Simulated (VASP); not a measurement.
# Mo2H3 (P-3m1) in VASP: further runs, part 2 of 2

VASP 6.6.1.

### 4 Relaxation of cell and atoms, PBE

This run uses another cell than the first one, of 10.12 Å³/atom.

INCAR reads:

```
  PREC = Accurate
  ENCUT = 600
  EDIFF = 1E-7
  ISMEAR = 0
  SIGMA = 0.1
  LREAL = False
  LASPH = True
  NELM = 80
  ALGO = Normal
  ISIF = 3
  LWAVE = False
  LCHARG = False
  GGA = PE
  IBRION = 2
  NSW = 90
  EDIFFG = -0.04
```

KPOINTS reads:

```
Automatic mesh
0
Gamma
  6 6 4
```

POSCAR reads:

```
Mo2H3
1.0
    3.3253323900      0.0000000000      0.0000000000
   -1.6626661900      2.8798223200      0.0000000000
    0.0000000000      0.0000000000      5.2857139400
H Mo
3 2
Direct
    0.6666666700      0.3333333300      0.3538852000
    0.3333333300      0.6666666700      0.6461148000
    0.0000000000      0.0000000000      0.0000000000
    0.6666666700      0.3333333300      0.7505942000
    0.3333333300      0.6666666700      0.2494058000
```

On the command line:

```bash
$ cat potpaw_PBE.64/H/POTCAR potpaw_PBE.64/Mo_sv/POTCAR > POTCAR
$ mpirun -np 1 vasp_std > vasp.out
```

Wall time 2 min (1 thread of AMD EPYC 9R45 (Zen 5), shared host); peak memory 0.17 GiB.

It converged, with:

| Property | Result |
| --- | --- |
| Free energy | -32.0627 eV |
| Relaxed volume | 7.81 Å³/atom |
| Relaxed cell | a = 3.016 Å, b = 3.016 Å, c = 4.955 Å, α = 90.00°, β = 90.00°, γ = 120.00° |
| Space group after relaxing (to 0.1 Å) | P-3m1 (No. 164) |
| Energy gained by relaxing | 350.0 meV/atom |
| Ionic steps | 13 |
| Pressure after relaxing | -0.1 GPa |
| Largest force after relaxing | 0.029 eV/Å |
| Band gap on the k mesh | zero (an odd number of electrons rules out a gap without spin polarisation) |

Forces on the atoms (eV/Å):
```
H    0.000  0.000  0.029
H    0.000  0.000 -0.029
H    0.000  0.000  0.000
Mo   0.000  0.000  0.023
Mo   0.000  0.000 -0.023
```

Step by step:
```
step  energy change (eV)  largest force (eV/Å)  pressure (GPa)  volume (Å³)
   1              0.0000                0.3404          -34.04        50.62
   2             -1.4388                1.0719           18.54        36.44
   3             -1.5720                0.8924            0.61        38.96
   4             -1.6554                0.5776            1.31        38.75
   5             -1.6833                0.2801            2.70        38.57
   6             -1.7106                0.2312           -1.68        39.33
   7             -1.7140                0.1938           -3.82        39.74
   8             -1.7342                0.1546           -2.60        39.53
   9             -1.7460                0.1553           -0.90        39.27
  10             -1.7462                0.1657           -0.67        39.23
  11             -1.7488                0.0763           -0.12        39.09
  12             -1.7494                0.0549            0.35        38.98
  13             -1.7498                0.0287           -0.07        39.04
```

Final structure:
```
H Mo
1.0
     3.01644    0.00000    0.00000
    -1.50822    2.61232    0.00000
     0.00000    0.00000    4.95479
H Mo
3 2
Direct
  0.66667 0.33333 0.38194
  0.33333 0.66667 0.61806
  0.00000 0.00000 0.00000
  0.66667 0.33333 0.77515
  0.33333 0.66667 0.22485
```

Levels at points of the mesh, in eV from the Fermi level:
```tsv
k point	band 12	band 13	band 14	band 15	band 16	band 17	band 18	band 19
(0.00, 0.00, 0.00)	-1.62	-1.62	-1.13	-0.91	-0.91	-0.07	-0.07	2.12
(0.50, 0.00, 0.00)	-3.98	-2.54	-1.76	-0.79	2.34	2.37	2.76	2.99
(0.00, 0.00, 0.50)	-3.55	-1.82	-1.82	-1.35	-1.35	1.07	1.07	1.88
(0.50, 0.00, 0.50)	-4.65	-3.47	-0.68	-0.08	0.40	2.14	2.45	2.78
```

Caveat: the k points lie up to 0.40 Å⁻¹ apart in the final cell, too coarse for converged energies and pressures of a metal; the volume moved by over 15 % at a fixed basis, so the end points are rough.

### 5 Single point, PBE

INCAR reads:

```
SYSTEM = Mo2H3
PREC     = Accurate       ! precision mode
ENCUT    = 520            ! plane-wave cutoff, eV
EDIFF    = 1E-6           ! SCF threshold, eV
ISMEAR   = 0              ! smearing method
SIGMA    = 0.1            ! smearing width, eV
LREAL    = .False.        ! projectors in reciprocal space
LASPH    = .True.         ! aspherical terms in the spheres
NELM     = 60             ! most SCF steps
ALGO     = Normal         ! electronic algorithm
ISIF     = 2              ! what is computed and relaxed
LWAVE    = .False.        ! write WAVECAR
LCHARG   = .False.        ! write CHGCAR
GGA      = PE             ! functional
NBANDS   = 24             ! bands
```

KPOINTS reads:

```
Automatic mesh
0
Gamma
  12 12 8
  0 0 0
```

POSCAR reads:

```
Mo2H3
1.0
    3.0251007939      0.0000000000      0.0000000000
   -1.5125503969      2.6198141365      0.0000000000
    0.0000000000      0.0000000000      4.9169986111
H Mo
3 2
Direct
    0.6666666667      0.3333333333      0.3811422087
    0.3333333333      0.6666666667      0.6188577913
    0.0000000000      0.0000000000      0.0000000000
    0.6666666667      0.3333333333      0.7747056216
    0.3333333333      0.6666666667      0.2252943784
```

On the command line:

```bash
$ cat potpaw_PBE.64/H/POTCAR potpaw_PBE.64/Mo_sv/POTCAR > POTCAR
$ mpirun -np 1 vasp_std > vasp.out
```

It took 46 s on 1 thread of AMD EPYC 9R45 (Zen 5), shared host; peak memory 0.2 GiB.

It converged, with:

```yaml
Free_energy: -32.0401 eV
Pressure: 0.3 GPa
Band_gap_on_the_k_mesh: zero (an odd number of electrons rules out a gap without spin polarisation)
```

Forces in eV/Å, atoms in the order of the input:
```
H    0.000  0.000  0.001
H    0.000  0.000 -0.001
H    0.000  0.000  0.000
Mo   0.000  0.000 -0.003
Mo   0.000  0.000  0.003
```

Levels at points of the mesh, in eV from the Fermi level:
```csv
k point,band 13,band 14,band 15,band 16,band 17,band 18
"(0.00, 0.00, 0.00)",-1.67,-1.06,-0.94,-0.94,-0.15,-0.15
"(0.50, 0.00, 0.00)",-2.50,-1.84,-0.76,2.29,2.32,2.78
"(0.00, 0.00, 0.50)",-1.88,-1.88,-1.41,-1.41,1.06,1.06
"(0.50, 0.00, 0.50)",-3.48,-0.72,-0.10,0.34,2.15,2.38
```

### 6 Single point, PBE

INCAR reads:

```
ALGO     = Normal         # electronic algorithm
EDIFF    = 1E-6           # SCF threshold, eV
ENCUT    = 520            # plane-wave cutoff, eV
GGA      = PE             # functional
ISIF     = 2              # what is computed and relaxed
ISMEAR   = 0              # smearing method
LASPH    = True           # aspherical terms in the spheres
LCHARG   = True           # write CHGCAR
LELF     = True           # ELF
LREAL    = False          # projectors in reciprocal space
LVHAR    = True         
LWAVE    = False          # write WAVECAR
NBANDS   = 24             # bands
NELM     = 100            # most SCF steps
PREC     = Accurate       # precision mode
SIGMA    = 0.1            # smearing width, eV
```

KPOINTS reads:

```
k-points
0
Gamma
  12 12 8
```

POSCAR is that of step 5.

Potentials or basis: VASP PAW PBE potentials, release 64 (H, Mo_sv).

On the command line:

```bash
$ cat potpaw_PBE.64/H/POTCAR potpaw_PBE.64/Mo_sv/POTCAR > POTCAR
$ mpirun -np 1 vasp_std > vasp.out
```

Wall time 47 s (1 thread of AMD EPYC 9R45 (Zen 5), shared host); peak memory 0.2 GiB.

Results (log left out):

| Quantity | Value |
| --- | --- |
| Free energy | -32.0401 eV |
| Pressure | 0.3 GPa |
| Band gap on the k mesh | zero (an odd number of electrons rules out a gap without spin polarisation) |

Forces on the atoms (eV/Å):
```
H    0.000  0.000  0.001
H    0.000  0.000 -0.001
H    0.000  0.000  0.000
Mo   0.000  0.000 -0.003
Mo   0.000  0.000  0.003
```

Levels at points of the mesh, in eV from the Fermi level:
```tsv
k point	band 12	band 13	band 14	band 15	band 16	band 17	band 18	band 19
(0.00, 0.00, 0.00)	-1.67	-1.67	-1.06	-0.94	-0.94	-0.15	-0.15	2.10
(0.50, 0.00, 0.00)	-3.99	-2.50	-1.84	-0.76	2.29	2.32	2.78	2.96
(0.00, 0.00, 0.50)	-3.54	-1.88	-1.88	-1.41	-1.41	1.06	1.06	1.86
(0.50, 0.00, 0.50)	-4.68	-3.48	-0.72	-0.10	0.34	2.15	2.38	2.72
```

### 7 Relaxation of cell and atoms, PBE

INCAR reads:

```
SYSTEM = Mo2H3
PREC = Accurate ; ENCUT = 600
EDIFF = 1E-6 ; ISMEAR = 0
SIGMA = 0.1 ; LREAL = .False.
LASPH = .True. ; NELM = 100
ALGO = Normal ; ISIF = 3
LWAVE = .False. ; LCHARG = .False.
GGA = PE ; IBRION = 2
NSW = 100 ; EDIFFG = -0.01
```

KPOINTS reads:

```
Automatic mesh
0
Gamma
  12 12 8
  0 0 0
```

POSCAR reads:

```
Mo2H3
1.0
    3.0135144031      0.0000000000      0.0000000000
   -1.5067572015      2.6097800277      0.0000000000
    0.0000000000      0.0000000000      4.9561990232
H Mo
3 2
Direct
    0.6666666667      0.3333333333      0.3835242315
    0.3333333333      0.6666666667      0.6164757685
    0.0000000000      0.0000000000      0.0000000000
    0.6666666667      0.3333333333      0.7753526477
    0.3333333333      0.6666666667      0.2246473523
```

Potentials or basis: VASP PAW PBE potentials, release 64 (H, Mo_sv).

On the command line:

```bash
$ cat potpaw_PBE.64/H/POTCAR potpaw_PBE.64/Mo_sv/POTCAR > POTCAR
$ mpirun -np 1 vasp_std > vasp.out
```

OUTCAR:

```text
SYSTEM = Mo2H3
   PREC = Accurate
   ENCUT = 600
   EDIFF = 1E-6
   ISMEAR = 0
   LREAL = .False.
   LASPH = .True.
   NELM = 100
   ISIF = 3
   GGA = PE
   IBRION = 2
   NSW = 100
   EDIFFG = -0.01

 ion  position               nearest neighbor table
   1  0.667  0.333  0.384-   5 1.91   5 1.91   5 1.91   4 1.94
   2  0.333  0.667  0.616-   4 1.91   4 1.91   4 1.91   5 1.94
   3  0.000  0.000  0.000-   4 2.07   5 2.07   5 2.07   4 2.07   4 2.07   5 2.07
   4  0.667  0.333  0.775-   2 1.91   2 1.91   2 1.91   1 1.94   3 2.07   3 2.07   3 2.07   5 2.83
                             5 2.83   5 2.83   5 3.24   5 3.24   5 3.24
   5  0.333  0.667  0.225-   1 1.91   1 1.91   1 1.91   2 1.94   3 2.07   3 2.07   3 2.07   4 2.83
                             4 2.83   4 2.83   4 3.24   4 3.24   4 3.24

  LATTYP: Found a hexagonal cell.
 ALAT       =     3.0135144031
 C/A-ratio  =     1.6446574863

  Lattice vectors:

 A1 = (   3.0135144031,   0.0000000000,   0.0000000000)
 A2 = (  -1.5067572015,   2.6097800277,   0.0000000000)
 A3 = (   0.0000000000,   0.0000000000,   4.9561990232)

Analysis of symmetry for initial positions (statically):
=====================================================================
 Subroutine PRICEL returns:
 Original cell was already a primitive cell.

 Routine SETGRP: Setting up the symmetry group for a
 hexagonal supercell.

 Subroutine GETGRP returns: Found 12 space group operations
 (whereof 12 operations were pure point group operations)
 out of a pool of 24 trial point group operations.

The static configuration has the point symmetry D_3d.

Analysis of symmetry for dynamics (positions and initial velocities):
=====================================================================
 Subroutine PRICEL returns:
 Original cell was already a primitive cell.

 Routine SETGRP: Setting up the symmetry group for a
 hexagonal supercell.

 Subroutine GETGRP returns: Found 12 space group operations
 (whereof 12 operations were pure point group operations)
 out of a pool of 24 trial point group operations.

The dynamic configuration has the point symmetry D_3d.

 Subroutine INISYM returns: Found 12 space group operations
 (whereof 12 operations are pure point group operations),
 and found     1 'primitive' translations

----------------------------------------------------------------------------------------

                                     Primitive cell

  volume of cell :      38.9786

  direct lattice vectors                    reciprocal lattice vectors
     3.013514403  0.000000000  0.000000000     0.331838467  0.191587028  0.000000000
    -1.506757201  2.609780028  0.000000000     0.000000000  0.383174057  0.000000000
     0.000000000  0.000000000  4.956199023     0.000000000  0.000000000  0.201767523

  length of vectors
     3.013514403  3.013514403  4.956199023     0.383174057  0.383174057  0.201767523

  position of ions in fractional coordinates (direct lattice)
     0.666666667  0.333333333  0.383524231
     0.333333333  0.666666667  0.616475769
     0.000000000  0.000000000  0.000000000
[... 34 lines left out ...]

 Found    131 irreducible k-points:

 Following reciprocal coordinates:
            Coordinates               Weight
  0.000000  0.000000  0.000000      1.000000
  0.083333  0.000000  0.000000      6.000000
  0.166667  0.000000  0.000000      6.000000
  0.250000  0.000000  0.000000      6.000000
  0.333333  0.000000  0.000000      6.000000
  0.416667  0.000000  0.000000      6.000000
[... 16 lines left out ...]
  0.166667  0.000000  0.125000      6.000000
  0.000000  0.166667  0.125000      6.000000
 [... further k-points ...]
   k-points           NKPTS =    131   k-points in BZ     NKDIM =    131   number of bands    NBANDS=     19
   number of dos      NEDOS =    301   number of ions     NIONS =      5
   total plane-waves  NPLWV =  23040
   dimension x,y,z NGX =    24 NGY =   24 NGZ =   40
   dimension x,y,z NGXF=    48 NGYF=   48 NGZF=   80
   ions per type =               3   2
   NGX,Y,Z   is equivalent  to a cutoff of  13.24, 13.24, 13.42 a.u.
   NGXF,Y,Z  is equivalent  to a cutoff of  26.48, 26.48, 26.83 a.u.
 SYSTEM =  Mo2H3
   PREC   = accura    normal or accurate (medium, high low for compatibility)
   ISTART =      0    job   : 0-new  1-cont  2-samecut
   ICHARG =      2    charge: 1-file 2-atom 10-const
   ISPIN  =      1    spin polarized calculation?
   LNONCOLLINEAR =      F non collinear calculations
   LSORBIT =      F    spin-orbit coupling
   LASPH  =      T    aspherical Exc in radial PAW
   ENCUT  =  600.0 eV  44.10 Ry    6.64 a.u.   6.02  6.02  9.90*2*pi/ulx,y,z
   NELM   =    100;   NELMIN=  2; NELMDL= -5     # of ELM steps
   EDIFF  = 0.1E-05   stopping-criterion for ELM
   LREAL  =      F    real-space projection
   EDIFFG = -.1E-01   stopping-criterion for IOM
   NSW    =    100    number of steps for IOM
   IBRION =      2    ionic relax: 0-MD 1-quasi-New 2-CG
   NFREE  =      1    steps in history (QN), initial steepest desc. (CG)
   ISIF   =      3    stress and relaxation
   ISYM   =      2    0-nonsym 1-usesym 2-fastsym
   POTIM  = 0.5000    time-step for ionic-motion
   TEBEG  =    0.0;   TEEND  =   0.0 temperature during run
   PSTRESS=    0.0 pullay stress
   NELECT =      31.0000    total number of electrons
   NUPDOWN=      -1.0000    fix difference up-down
   EMIN   =  10.00;   EMAX   =-10.00  energy-range for DOS
   EFERMI =   0.00;   METHOD = LEGACY
   ISMEAR =     0;   SIGMA  =   0.10  broadening in eV -4-tet -1-fermi 0-gaus
   EFERMI_NEDOS =   21; number of points for ismear=-14 and -15
   IALGO  =     38    algorithm
   IMIX   =      4    mixing-type and parameters
     AMIX     =   0.40;   BMIX     =  1.00
     AMIX_MAG =   1.60;   BMIX_MAG =  1.00
  volume/ion in A,a.u.               =       7.80        52.61
  Fermi-wavevector in a.u.,A,eV,Ry     =   1.516771  2.866282 31.301496  2.300595
  Thomas-Fermi vector in A             =   2.626116
   LORBIT       =      0    0 simple, 1 ext, 2 COOP (PROOUT), +10 PAW based schemes
   GGA     = PE    functional components
   LHFCALC =     F    Hartree Fock is set to
   AEXX    =    0.0000 exact exchange contribution
   IVDW    =     0    specifies the selected vdW correction
   LEPSILON=     F    determine dielectric tensor
   LRPA    =     F    only Hartree local field effects (RPA)
 conjugate gradient relaxation of ions
 non-spin polarized calculation
 Gauss-broadening in eV      SIGMA  =   0.10
  energy-cutoff  :      600.00
  volume of cell :       38.98
 maximum number of plane-waves:      1324
   NGX = 13   NGY = 13   NGZ = 19

--------------------------------------- Ionic step        1  -------------------------------------------

 number of electron      30.9999998 magnetization

 Free energy of the ion-electron system (eV)
  ---------------------------------------------------
  ext. energy  EPLUGINS =         0.00000000
  ---------------------------------------------------
  free energy    TOTEN  =       -32.03969545 eV

  energy without entropy =      -32.03162116  energy(sigma->0) =      -32.03565831

------------------------ aborting loop because EDIFF is reached ----------------------------------------

  FORCE on cell =-STRESS in cart. coord.  units (eV):
  Direction    XX          YY          ZZ          XY          YZ          ZX
  --------------------------------------------------------------------------------------
  -------------------------------------------------------------------------------------
  Total        0.2690422      0.2690422     -0.3579601      0.0000000      0.0000000      0.0000000
  in kB       11.0587245     11.0587245    -14.7136103      0.0000000      0.0000000      0.0000000
  external PRESSURE =       2.4679462 kB  Pullay stress =       0.0000000 kB
[... 260 lines left out ...]
--------------------------------------- Ionic step        8  -------------------------------------------

 number of electron      30.9999996 magnetization

 Free energy of the ion-electron system (eV)
  ---------------------------------------------------
  ext. energy  EPLUGINS =         0.00000000
  ---------------------------------------------------
  free energy    TOTEN  =       -32.04230535 eV

  energy without entropy =      -32.03484447  energy(sigma->0) =      -32.03857491

 E-fermi :  10.8087     XC(G=0): -12.9174

 val. band max:       10.8071811754   @ k =  -0.1667   0.4167   0.3750
 cond. band min:      10.8144405856   @ k =   0.0000   0.0000   0.1250
 fundamental gap:      0.0072594102
 Fermi energy:        10.8086667450

 k-point     1 :       0.0000    0.0000    0.0000
  band No.  band energies     occupation
      1     -50.3235      2.00000
      2     -50.1791      2.00000
      3     -24.8597      2.00000
      4     -24.1348      2.00000
      5     -24.1348      2.00000
      6     -23.9996      2.00000
[... 505 lines left out ...]
      6     -24.1658      2.00000
[... 11 lines left out ...]
     18      10.7986      1.11304
     19      13.1862      0.00000

 [... further k-points ...]
[... 5 lines left out ...]
  --------------------------------------------------------------------------------------
  -------------------------------------------------------------------------------------
  Total       -0.0057243     -0.0057243     -0.0056376     -0.0000000      0.0000000      0.0000000
  in kB       -0.2350644     -0.2350644     -0.2315013     -0.0000000      0.0000000      0.0000000
  external PRESSURE =      -0.2338767 kB  Pullay stress =       0.0000000 kB
[... 20 lines left out ...]
  FREE ENERGIE OF THE ION-ELECTRON SYSTEM (eV)
  ---------------------------------------------------
  free  energy   TOTEN  =       -32.0423053530 eV

  energy  without entropy=      -32.0348444719  energy(sigma->0) =      -32.03857491

 reached required accuracy - stopping structural energy minimisation
```

Run time: 2.4 min. Hardware: 1 thread of AMD EPYC 9R45 (Zen 5), shared host; peak memory 0.22 GiB.

What came out:

```yaml
Free_energy: -32.0423 eV
Relaxed_volume: 7.80 Å³/atom
Relaxed_cell: a = 3.026 Å, b = 3.026 Å, c = 4.920 Å, α = 90.00°, β = 90.00°, γ = 120.00°
Space_group_after_relaxing_to_0.1_Å: P-3m1 (No. 164)
Energy_gained_by_relaxing: 0.5 meV/atom
Ionic_steps: 8
Pressure_after_relaxing: 0.0 GPa
Band_gap_on_the_k_mesh: zero (an odd number of electrons rules out a gap without spin polarisation)
```

Step by step:
```tsv
step	energy change (eV)	largest force (eV/Å)	pressure (GPa)	volume (Å³)
1	0.0000	0.0475	0.25	38.98
2	-0.0017	0.0411	-0.10	39.05
3	-0.0018	0.0513	-0.15	39.06
4	-0.0022	0.0360	-0.02	39.03
5	-0.0025	0.0220	0.22	38.97
6	-0.0026	0.0177	-0.21	39.05
7	-0.0026	0.0139	-0.11	39.03
8	-0.0026	0.0004	-0.02	39.02
```

Final structure:
```
CELL_PARAMETERS angstrom
3.02612 0.00000 0.00000
-1.51306 2.62070 0.00000
0.00000 0.00000 4.91977
ATOMIC_POSITIONS crystal
H 0.66667 0.33333 0.38118
H 0.33333 0.66667 0.61882
H 0.00000 0.00000 0.00000
Mo 0.66667 0.33333 0.77476
Mo 0.33333 0.66667 0.22524
```

### 8 Overview

```tsv
task	cell	k mesh	cutoff (eV)	gap on the mesh (eV)	pressure (GPa)	relaxed volume (Å³/atom)	largest force (eV/Å)
single point	a = 3.014, b = 3.014, c = 4.956 Å, angles 90.0, 90.0, 120.0°, 5 atoms, atomic positions A	6 × 6 × 4	520	none	0.1	-	0.01
single point	a = 3.325, b = 3.325, c = 5.286 Å, angles 90.0, 90.0, 120.0°, 5 atoms, atomic positions B	6 × 6 × 4	520	none	-34.0	-	0.34
relaxation of cell and atoms	relaxed from a = 3.325, b = 3.325, c = 5.286 Å, angles 90.0, 90.0, 120.0°, 5 atoms, atomic positions B	6 × 6 × 4	600	none	-0.1	7.81	0.03
single point	a = 3.025, b = 3.025, c = 4.917 Å, angles 90.0, 90.0, 120.0°, 5 atoms, atomic positions C	12 × 12 × 8	520	none	0.3	-	-
relaxation of cell and atoms	relaxed from a = 3.014, b = 3.014, c = 4.956 Å, angles 90.0, 90.0, 120.0°, 5 atoms, atomic positions A	12 × 12 × 8	600	none	0.0	7.80	-
```

Alike in all rows: level PBE; potentials or basis VASP PAW PBE potentials, release 64 (H, Mo_sv); no spin polarisation; smearing gaussian 0.1 eV.

Caveats: some runs use coarse meshes; the volume moved by over 15 % at a fixed basis, so the end points are rough (at least some runs).

Absolute energies hang on the potentials; compare differences alone.

The gap in the log of VASP goes by the Fermi energy; the results here count the filled bands.